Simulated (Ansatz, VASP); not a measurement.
NaS5 in VASP and in Ansatz

```
CELL_PARAMETERS angstrom
6.51917 0.00000 0.00000
-3.25959 5.64577 0.00000
0.00000 0.00000 3.39196
ATOMIC_POSITIONS crystal
Na 0.00000 0.00000 0.00000
S 0.33333 0.66667 0.00000
S 0.66667 0.33333 0.00000
S 0.50000 0.00000 0.50000
S 0.50000 0.50000 0.50000
S 0.00000 0.50000 0.50000
```

Change from the starting cell: species swapped into the RbAu5 type (P6/mmm, No. 191).

Alike in both runs: functional PBE; k mesh 12 × 12 × 8; occupations gaussian, width 0.1 eV; no spin polarisation.

Ansatz relaxed the structure, and its values are those at the end. VASP's run is a single point on that final structure, the one shown.

|  | VASP | Ansatz |
| --- | --- | --- |
| version | VASP 6.6.1 | Ansatz 0.2.0 |
| potentials or method | VASP PAW PBE potentials, release 64 (Na_pv, S), cutoff 520 eV | scalar-relativistic, plane waves, PAW |
| valence electrons in the cell | 37 | 39 |

|  | VASP | Ansatz | Ansatz less VASP |
| --- | --- | --- | --- |
| gap on the k mesh at the Fermi level (eV) | none | none | - |
| pressure (GPa) | -0.1 | 0.0 | +0.10 |

A gap of «none» marks a metal or a gap that the smearing closes. The functional is the same, so the differences come from potentials, cutoffs and numerics. VASP's potentials hold 37 valence electrons a cell and Ansatz's 39, so a difference there can come from the potentials and not from the codes.
